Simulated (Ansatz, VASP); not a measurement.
## TaH: VASP beside Ansatz

INCAR

```
SYSTEM = TaH
PREC = Accurate ; ENCUT = 600
EDIFF = 1E-6 ; ISMEAR = 0
SIGMA = 0.1 ; LREAL = .False.
LASPH = .True. ; NELM = 60
ALGO = Normal ; ISIF = 3
LWAVE = .False. ; LCHARG = .False.
GGA = PE ; IBRION = 2
NSW = 90 ; EDIFFG = -0.04
```

Contents of KPOINTS:

```
regular mesh
0
Gamma
  6 6 6
  0 0 0
```

Contents of POSCAR:

```
TaH
1.0
    2.8585571695      0.0000000000      0.0000000000
    0.0000000000      2.8585571695      0.0000000000
    0.0000000000      0.0000000000      2.8585571695
Ta H
1 1
Direct
    0.0000000000      0.0000000000      0.0000000000
    0.5000000000      0.5000000000      0.5000000000
```

Input for Ansatz:

```yaml
crystal:
  lattice:
    - [2.8585571695, 0.0, 0.0]
    - [0.0, 2.8585571695, 0.0]
    - [0.0, 0.0, 2.8585571695]
  atoms:
    - { symbol: Ta, position: [0.0, 0.0, 0.0] }
    - { symbol: H, position: [0.5, 0.5, 0.5] }
basis:
  ecutwfc: 420
kpoints:
  mp_grid: { grid: [6, 6, 6] }
hamiltonian:
  xc: pbe
scf:
  occupations: { method: gaussian, width: 0.1 }
  lower_state_search: "off"
output:
  forces: true
  stress: true
  eigenvalues: true
relax:
  adjacent_minimum: "off"
  f_tol: 0.04
  max_steps: 70
  cell: { stress_tol: 0.4 }
```

Alike in both runs: task relaxation of cell and atoms; functional PBE; k mesh 6 × 6 × 6; occupations gaussian, width 0.1 eV; no spin polarisation.

|  | VASP | Ansatz |
| --- | --- | --- |
| version | VASP 6.6.1 | Ansatz 0.2.0 |
| potentials or method | VASP PAW PBE potentials, release 64 (Ta_pv, H), cutoff 600 eV | scalar-relativistic, plane waves, PAW |
| valence electrons in the cell | 12 | 14 |

|  | VASP | Ansatz | Ansatz less VASP |
| --- | --- | --- | --- |
| gap on the k mesh at the Fermi level, each at its own relaxed structure (eV) | none | none | - |
| relaxed volume (Å³/atom) | 10.66 | 10.66 | -0.004 |
| relaxed cell length with the largest relative difference (Å) | 2.773 | 2.773 | -0.0004 |

A gap of «none» marks a metal or a gap that the smearing closes. VASP's potentials hold 12 valence electrons a cell and Ansatz's 14, so a difference there can come from the potentials and not from the codes.

The k mesh is coarse, so the values compare programs but aren't converged. Spin-orbit coupling is off throughout.
